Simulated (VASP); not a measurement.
# Be (P6_3/mmc) in VASP: further runs, part 2 of 2

VASP 6.6.1. The steps go on from the part before.

### 3 Single point, LDA

This run uses another cell than the first one, of 8.24 Å³/atom, 1.042 times its volume.

File INCAR:

```
ALGO     = Normal         # electronic algorithm
EDIFF    = 1E-6           # SCF threshold, eV
ENCUT    = 520            # plane-wave cutoff, eV
GGA      = CA             # functional
ISIF     = 2              # what is computed and relaxed
ISMEAR   = -1             # smearing method
LASPH    = True           # aspherical terms in the spheres
LCHARG   = False          # write CHGCAR
LREAL    = False          # projectors in reciprocal space
LWAVE    = False          # write WAVECAR
NBANDS   = 9              # bands
NELM     = 80             # most SCF steps
PREC     = Accurate       # precision mode
SIGMA    = 0.05           # smearing width, eV
```

File KPOINTS:

```
k-points
0
Gamma
  20 20 11
```

File POSCAR:

```
Be
1.0
    2.2995019849      0.0000000000      0.0000000000
   -1.1497509925      1.9914271350      0.0000000000
    0.0000000000      0.0000000000      3.6009000000
Be
2
Direct
    0.3333333333      0.6666666667      0.2500000000
    0.6666666667      0.3333333333      0.7500000000
```

Potentials or basis: VASP PAW LDA potentials, release 64 (Be).

Started as:

```
$ cat potpaw_LDA.64/Be/POTCAR > POTCAR
$ mpirun -np 1 vasp_std > vasp.out
```

OUTCAR:

```text
EDIFF = 1E-6
   ENCUT = 520
   GGA = CA
   ISIF = 2
   ISMEAR = -1
   LASPH = True
   LREAL = False
   NELM = 80
   PREC = Accurate

 ion  position               nearest neighbor table
   1  0.333  0.667  0.250-   2 2.24   2 2.24   2 2.24   2 2.24   2 2.24   2 2.24
   2  0.667  0.333  0.750-   1 2.24   1 2.24   1 2.24   1 2.24   1 2.24   1 2.24

  LATTYP: Found a hexagonal cell.
 ALAT       =     2.2995019849
 C/A-ratio  =     1.5659477677

  Lattice vectors:

 A1 = (   2.2995019849,   0.0000000000,   0.0000000000)
 A2 = (  -1.1497509925,   1.9914271350,   0.0000000000)
 A3 = (   0.0000000000,   0.0000000000,   3.6009000000)

Analysis of symmetry for initial positions (statically):
=====================================================================
 Subroutine PRICEL returns:
 Original cell was already a primitive cell.

 Routine SETGRP: Setting up the symmetry group for a
 hexagonal supercell.

 Subroutine GETGRP returns: Found 24 space group operations
 (whereof 12 operations were pure point group operations)
 out of a pool of 24 trial point group operations.

The static configuration has the point symmetry D_3d.
 The point group associated with its full space group is D_6h.

Analysis of symmetry for dynamics (positions and initial velocities):
=====================================================================
 Subroutine PRICEL returns:
 Original cell was already a primitive cell.

 Routine SETGRP: Setting up the symmetry group for a
 hexagonal supercell.

 Subroutine GETGRP returns: Found 24 space group operations
 (whereof 12 operations were pure point group operations)
 out of a pool of 24 trial point group operations.

The dynamic configuration has the point symmetry D_3d.
 The point group associated with its full space group is D_6h.

 Subroutine INISYM returns: Found 24 space group operations
 (whereof 12 operations are pure point group operations),
 and found     1 'primitive' translations

----------------------------------------------------------------------------------------

                                     Primitive cell

  volume of cell :      16.4896

  direct lattice vectors                    reciprocal lattice vectors
     2.299501985  0.000000000  0.000000000     0.434876772  0.251076221  0.000000000
    -1.149750993  1.991427135  0.000000000     0.000000000  0.502152443  0.000000000
     0.000000000  0.000000000  3.600900000     0.000000000  0.000000000  0.277708351

  length of vectors
     2.299501985  2.299501985  3.600900000     0.502152443  0.502152443  0.277708351

  position of ions in fractional coordinates (direct lattice)
     0.333333333  0.666666667  0.250000000
     0.666666667  0.333333333  0.750000000

  ion indices of the primitive-cell ions
   primitive index   ion index
                 1           1
                 2           2

----------------------------------------------------------------------------------------

 KPOINTS: k-points

Automatic generation of k-mesh.
 Grid dimensions read from file:
 generate k-points for:   20   20   11

 Generating k-lattice:

  Cartesian coordinates                     Fractional coordinates (reciprocal lattice)
     0.021743839  0.012553811  0.000000000     0.050000000  0.000000000  0.000000000
     0.000000000  0.025107622  0.000000000     0.000000000  0.050000000  0.000000000
     0.000000000  0.000000000  0.025246214     0.000000000  0.000000000  0.090909091

  Length of vectors
     0.025107622  0.025107622  0.025246214

  Shift w.r.t. Gamma in fractional coordinates (k-lattice)
     0.000000000  0.000000000  0.000000000

 Subroutine IBZKPT returns following result:
 ===========================================

 Found    264 irreducible k-points:

 Following reciprocal coordinates:
            Coordinates               Weight
  0.000000  0.000000  0.000000      1.000000
  0.050000  0.000000  0.000000      6.000000
  0.100000 -0.000000  0.000000      6.000000
  0.150000  0.000000  0.000000      6.000000
  0.200000 -0.000000  0.000000      6.000000
  0.250000 -0.000000  0.000000      6.000000
[... 16 lines left out ...]
  0.200000  0.100000  0.000000     12.000000
  0.250000  0.100000  0.000000     12.000000
 [... further k-points ...]
   k-points           NKPTS =    264   k-points in BZ     NKDIM =    264   number of bands    NBANDS=      9
   number of dos      NEDOS =    301   number of ions     NIONS =      2
   total plane-waves  NPLWV =   9072
   dimension x,y,z NGX =    18 NGY =   18 NGZ =   28
   dimension x,y,z NGXF=    36 NGYF=   36 NGZF=   56
   ions per type =               2
   NGX,Y,Z   is equivalent  to a cutoff of  13.01, 13.01, 12.93 a.u.
   NGXF,Y,Z  is equivalent  to a cutoff of  26.03, 26.03, 25.85 a.u.
 SYSTEM =  unknown system
   PREC   = accura    normal or accurate (medium, high low for compatibility)
   ISTART =      0    job   : 0-new  1-cont  2-samecut
   ICHARG =      2    charge: 1-file 2-atom 10-const
   ISPIN  =      1    spin polarized calculation?
   LNONCOLLINEAR =      F non collinear calculations
   LSORBIT =      F    spin-orbit coupling
   LASPH  =      T    aspherical Exc in radial PAW
   ENCUT  =  520.0 eV  38.22 Ry    6.18 a.u.   4.28  4.28  6.70*2*pi/ulx,y,z
   NELM   =     80;   NELMIN=  2; NELMDL= -5     # of ELM steps
   EDIFF  = 0.1E-05   stopping-criterion for ELM
   LREAL  =      F    real-space projection
   EDIFFG = 0.1E-04   stopping-criterion for IOM
   NSW    =      0    number of steps for IOM
   IBRION =     -1    ionic relax: 0-MD 1-quasi-New 2-CG
   NFREE  =      0    steps in history (QN), initial steepest desc. (CG)
   ISIF   =      2    stress and relaxation
   ISYM   =      2    0-nonsym 1-usesym 2-fastsym
   POTIM  = 0.5000    time-step for ionic-motion
   TEBEG  =    0.0;   TEEND  =   0.0 temperature during run
   PSTRESS=    0.0 pullay stress
   NELECT =       4.0000    total number of electrons
   NUPDOWN=      -1.0000    fix difference up-down
   EMIN   =  10.00;   EMAX   =-10.00  energy-range for DOS
   EFERMI =   0.00;   METHOD = LEGACY
   ISMEAR =    -1;   SIGMA  =   0.05  broadening in eV -4-tet -1-fermi 0-gaus
   EFERMI_NEDOS =   21; number of points for ismear=-14 and -15
   IALGO  =     38    algorithm
   IMIX   =      4    mixing-type and parameters
     AMIX     =   0.40;   BMIX     =  1.00
     AMIX_MAG =   1.60;   BMIX_MAG =  1.00
  volume/ion in A,a.u.               =       8.24        55.64
  Fermi-wavevector in a.u.,A,eV,Ry     =   1.020998  1.929407 14.183227  1.042438
  Thomas-Fermi vector in A             =   2.154599
   LORBIT       =      0    0 simple, 1 ext, 2 COOP (PROOUT), +10 PAW based schemes
   GGA     = CA    functional components
   LHFCALC =     F    Hartree Fock is set to
   AEXX    =    0.0000 exact exchange contribution
   IVDW    =     0    specifies the selected vdW correction
   LEPSILON=     F    determine dielectric tensor
   LRPA    =     F    only Hartree local field effects (RPA)
 non-spin polarized calculation
  energy-cutoff  :      520.00
  volume of cell :       16.49
 maximum number of plane-waves:       465
 NGX is ok and might be reduce to    18
   NGX =  9   NGY =  9   NGZ = 13

 number of electron       4.0000000 magnetization

 Free energy of the ion-electron system (eV)
  ---------------------------------------------------
  ext. energy  EPLUGINS =         0.00000000
  ---------------------------------------------------
  free energy    TOTEN  =        -8.37759390 eV

  energy without entropy =       -8.37669520  energy(sigma->0) =       -8.37714455

 E-fermi :   6.3597     XC(G=0): -10.4840

 val. band max:        6.3484721409   @ k =   0.3000   0.2000   0.0000
 cond. band min:       6.3977863686   @ k =   0.3000   0.3000   0.2727
 fundamental gap:      0.0493142277
 Fermi energy:         6.3597168016

 k-point     1 :       0.0000    0.0000    0.0000
  band No.  band energies     occupation
      1      -4.5377      2.00000
      2       2.1993      2.00000
      3       7.6171      0.00000
      4      21.5502      0.00000
      5      21.5502      0.00000
      6      24.3274      0.00000
      7      24.3274      0.00000
      8      26.4095      0.00000
      9      32.9088      0.00000
[... 265 lines left out ...]
 k-point    24 :       0.2500    0.1000    0.0000
  band No.  band energies     occupation
      1      -1.8254      2.00000
      2       5.7038      2.00000
      3       7.5815      0.00000
      4      12.5178      0.00000
      5      15.3601      0.00000
      6      19.6639      0.00000
      7      21.1553      0.00000
      8      22.9549      0.00000
      9      26.9284      0.00000

 [... further k-points ...]
[... 5 lines left out ...]
  --------------------------------------------------------------------------------------
  -------------------------------------------------------------------------------------
  Total       -0.9797941     -0.9797941     -0.9985877      0.0000000     -0.0000000      0.0000000
  in kB      -95.1998166    -95.1998166    -97.0258662      0.0000000     -0.0000000      0.0000000
  external PRESSURE =     -95.8084998 kB  Pullay stress =       0.0000000 kB

 VOLUME and BASIS-vectors are now :
 -----------------------------------------------------------------------------
  energy-cutoff  :      520.00
  volume of cell :       16.49
      direct lattice vectors                 reciprocal lattice vectors
     2.299501985  0.000000000  0.000000000     0.434876772  0.251076221  0.000000000
    -1.149750993  1.991427135  0.000000000     0.000000000  0.502152443  0.000000000
     0.000000000  0.000000000  3.600900000     0.000000000  0.000000000  0.277708351

 POSITION                                       TOTAL-FORCE (eV/Angst)
 -----------------------------------------------------------------------------------
     -0.00000      1.32762      0.90023         0.000000     -0.000000      0.000000
      1.14975      0.66381      2.70068        -0.000000      0.000000      0.000000
 -----------------------------------------------------------------------------------
    total drift:                                0.000000     -0.000000      0.000000

  FREE ENERGIE OF THE ION-ELECTRON SYSTEM (eV)
  ---------------------------------------------------
  free  energy   TOTEN  =        -8.3775939037 eV

  energy  without entropy=       -8.3766952021  energy(sigma->0) =       -8.37714455
```

Run time: 13 s. Hardware: 1 thread of Intel Xeon 6975P-C (Granite Rapids), shared host; peak memory 0.14 GiB.

What came out:

| Property | Result |
| --- | --- |
| Free energy | -8.3776 eV |
| Pressure | -9.6 GPa |
| Band gap on the k mesh | zero (band 2 reaches 7.40 eV, above the bottom of band 3 at 6.02 eV) |

### 4 Single point, PBEsol

This run uses another cell than the first one, of 8.24 Å³/atom, 1.042 times its volume.

File INCAR:

```
SYSTEM = Be
PREC = Accurate
ENCUT = 520
EDIFF = 1E-6
ISMEAR = -1
SIGMA = 0.05
LREAL = .False.
LASPH = .True.
NELM = 60
ALGO = Normal
ISIF = 2
LWAVE = .False.
LCHARG = .True.
GGA = PS
LELF = .True.
LVHAR = .True.
NBANDS = 9
```

File KPOINTS:

```
Automatic mesh
0
Gamma
  20 20 11
  0 0 0
```

POSCAR is that of step 3.

Potentials or basis: VASP PAW PBE potentials, release 64 (Be).

Started as:

```
$ cat potpaw_PBE.64/Be/POTCAR > POTCAR
$ mpirun -np 1 vasp_std > vasp.out
```

It took 13 s on 1 thread of Intel Xeon 6975P-C (Granite Rapids), shared host; peak memory 0.14 GiB.

It converged, with:

| Item | Value |
| --- | --- |
| Free energy | -7.9836 eV |
| Pressure | -5.4 GPa |
| Band gap on the k mesh | zero (band 2 reaches 7.65 eV, above the bottom of band 3 at 6.25 eV) |

Stress tensor (GPa, compression positive):
```
-5.44  0.00  0.00
 0.00 -5.44  0.00
 0.00  0.00 -5.26
```

Levels at points of the mesh, in eV from the Fermi level:
| k point | band 1 | band 2 | band 3 | band 4 | band 5 | band 6 | band 7 |
| --- | --- | --- | --- | --- | --- | --- | --- |
| (0.00, 0.00, 0.00) | -11.03 | -4.17 | 1.17 | 15.46 | 15.46 | 18.25 | 18.25 |
| (0.50, 0.00, 0.00) | -4.81 | -3.03 | 3.62 | 6.44 | 6.63 | 9.11 | 9.91 |

Caveat: the PAW data sets were made with another functional, which shifts forces and pressure a little.

### 5 Single point, PBE

This run uses another cell than the first one, of 8.24 Å³/atom, 1.042 times its volume.

File INCAR:

```
SYSTEM = Be
PREC = Accurate ; ENCUT = 520
EDIFF = 1E-6 ; ISMEAR = -1
SIGMA = 0.05 ; LREAL = .FALSE.
LASPH = .TRUE. ; NELM = 60
ALGO = Normal ; ISIF = 2
LWAVE = .FALSE. ; LCHARG = .FALSE.
GGA = PE ; NBANDS = 9
```

File KPOINTS:

```
Automatic mesh
0
G
  20 20 11
  0 0 0
```

POSCAR is that of step 4.

Started as:

```
$ cat potpaw_PBE.64/Be/POTCAR > POTCAR
$ mpirun -np 1 vasp_std > vasp.out
```

Run time: 12 s. Hardware: 1 thread of Intel Xeon 6975P-C (Granite Rapids), shared host; peak memory 0.14 GiB.

It converged, with:

```
Free energy            : -7.5250 eV
Pressure               : -4.6 GPa
Band gap on the k mesh : zero (band 2 reaches 7.67 eV, above the bottom of band 3 at 6.27 eV)
```

Levels at points of the mesh, in eV from the Fermi level:
| k point | band 1 | band 2 | band 3 | band 4 | band 5 | band 6 |
| --- | --- | --- | --- | --- | --- | --- |
| (0.00, 0.00, 0.00) | -11.05 | -4.17 | 1.14 | 15.44 | 15.44 | 18.24 |
| (0.50, 0.00, 0.00) | -4.80 | -3.04 | 3.62 | 6.44 | 6.62 | 9.11 |

### 6 Overview

| level | potentials or basis | cell | gap on the mesh (eV) | pressure (GPa) |
| --- | --- | --- | --- | --- |
| LDA | VASP PAW LDA potentials, release 64 (Be) | a = 2.268, b = 2.268, c = 3.552 Å, angles 90.0, 90.0, 120.0°, 2 atoms | none | -5.3 |
| LDA | VASP PAW LDA potentials, release 64 (Be) | a = 2.300, b = 2.300, c = 3.601 Å, angles 90.0, 90.0, 120.0°, 2 atoms | none | -9.6 |
| PBEsol | VASP PAW PBE potentials, release 64 (Be) | a = 2.300, b = 2.300, c = 3.601 Å, angles 90.0, 90.0, 120.0°, 2 atoms | none | -5.4 |
| PBE | VASP PAW PBE potentials, release 64 (Be) | a = 2.300, b = 2.300, c = 3.601 Å, angles 90.0, 90.0, 120.0°, 2 atoms | none | -4.6 |

Alike in all rows: task single point; no spin polarisation; k mesh 20 × 20 × 11; cutoff (eV) 520; smearing fermi-dirac 0.05 eV.

Caveats: the PAW data sets were made with another functional, which shifts forces and pressure a little (some runs).

Total energies depend on the potentials used, so only differences within one code and one set of settings carry meaning.
